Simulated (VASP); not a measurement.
TiC3: relaxation of cell and atoms with PBE

TiC3:

```
Ti C
1.0
     3.02747    0.00000    0.00000
    -1.51373    2.62187    0.00000
     0.00000    0.00000    4.26612
Ti C
1 3
Direct
  0.66667 0.33333 0.00000
  0.66667 0.33333 0.50000
  0.33333 0.66667 0.32031
  0.33333 0.66667 0.67969
```

```json
{
  "Program": "VASP 6.6.1",
  "Task": "relaxation of cell and atoms",
  "Functional": "PBE",
  "Potentials or basis": "VASP PAW PBE potentials, release 64 (Ti_sv, C)",
  "Cutoff": "600 eV",
  "k mesh": "18 × 18 × 12",
  "Occupations": "gaussian, width 0.1 eV",
  "Spin": "no spin polarisation",
  "Dipole correction": "no",
  "Further INCAR settings": "ALGO = Normal; EDIFF = 1e-07; IBRION = 2; EDIFFG = -0.01; NSW = 100; ISIF = 3"
}
```

```json
{
  "Relaxed volume": "8.58 Å³/atom",
  "Relaxed cell": "a = 3.049 Å, b = 3.049 Å, c = 4.263 Å, α = 90.00°, β = 90.00°, γ = 120.00°",
  "Space group after relaxing (to 0.05 Å)": "P-6m2 (No. 187)",
  "Energy gained by relaxing": "0.9 meV/atom",
  "Ionic steps": "5",
  "Pressure after relaxing": "0.0 GPa",
  "Band gap on the k mesh": "zero (band 12 reaches 11.09 eV, above the bottom of band 13 at 8.44 eV)"
}
```

Step by step:
| step | energy change (eV) | largest force (eV/Å) | pressure (GPa) | volume (Å³) |
| --- | --- | --- | --- | --- |
| 1 | 0.0000 | 0.1283 | 1.43 | 33.86 |
| 2 | -0.0034 | 0.0383 | 0.16 | 34.24 |
| 3 | -0.0034 | 0.0572 | 0.03 | 34.28 |
| 4 | -0.0037 | 0.0159 | -0.02 | 34.33 |
| 5 | -0.0037 | 0.0006 | -0.02 | 34.32 |

Final structure:
```cif
data_structure
_symmetry_space_group_name_H-M 'P 1'
_symmetry_Int_Tables_number 1
_cell_length_a 3.0487
_cell_length_b 3.0487
_cell_length_c 4.2631
_cell_angle_alpha 90.000
_cell_angle_beta 90.000
_cell_angle_gamma 120.000
_cell_volume 34.32
loop_
_atom_site_label
_atom_site_type_symbol
_atom_site_fract_x
_atom_site_fract_y
_atom_site_fract_z
_atom_site_occupancy
Ti1 Ti 0.66667 0.33333 0.00000 1
C1 C 0.66667 0.33333 0.50000 1
C2 C 0.33333 0.66667 0.32152 1
C3 C 0.33333 0.66667 0.67848 1
```

Levels at points of the mesh, in eV from the Fermi level:
```csv
k point,band 10,band 11,band 12,band 13,band 14,band 15
"(0.00, 0.00, 0.00)",-4.22,-0.03,-0.03,0.18,0.18,1.79
"(0.50, 0.00, 0.00)",-4.76,-2.81,-1.33,1.77,2.96,3.18
"(0.00, 0.00, 0.50)",-3.58,-2.59,-0.87,-0.87,1.86,1.86
"(0.50, 0.00, 0.50)",-4.00,-1.71,-1.16,0.73,2.76,3.41
```

It took 15 min on 1 thread of AMD EPYC 7R43 64-Core Processor (Zen 3) (shared host), peak memory 0.26 GiB.
